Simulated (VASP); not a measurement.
A run of VASP 6.6.1:

Contents of INCAR:

```
SYSTEM = SiGe4Pt
PREC = Accurate
ENCUT = 520
EDIFF = 1E-6
ISMEAR = 0
SIGMA = 0.1
LREAL = .False.
LASPH = .True.
NELM = 80
ALGO = Normal
ISIF = 2
LWAVE = .False.
LCHARG = .False.
GGA = PE
NBANDS = 44
```

The input KPOINTS:

```
regular mesh
0
Gamma
  4 4 4
  0 0 0
```

The input POSCAR:

```
SiGe4Pt
1.0
   -3.0125194885      3.0125194885      2.9862616421
    3.0125194885     -3.0125194885      2.9862616421
    3.0125194885      3.0125194885     -2.9862616421
Si Ge Pt
1 4 1
Direct
    0.5000000000      0.5000000000      0.0000000000
    0.9057672518      0.4057672518      0.8115345036
    0.5942327482      0.0942327482      0.1884654964
    0.0942327482      0.9057672518      0.5000000000
    0.4057672518      0.5942327482      0.5000000000
    0.0000000000      0.0000000000      0.0000000000
```

Potentials or basis: VASP PAW PBE potentials, release 64 (Si, Ge_d, Pt).

Command:

```bash
$ cat potpaw_PBE.64/Si/POTCAR potpaw_PBE.64/Ge_d/POTCAR potpaw_PBE.64/Pt/POTCAR > POTCAR
$ mpirun -np 1 vasp_std > vasp.out
```

Hardware: 1 thread of Intel(R) Xeon(R) 6975P-C (Granite Rapids) (shared host).

Problem. How long does it take, and how much memory?

Solution. Wall time 35 s on 1 thread of Intel(R) Xeon(R) 6975P-C (Granite Rapids) (shared host), peak memory 0.26 GiB. Counts: scf iterations 13, k points 13.
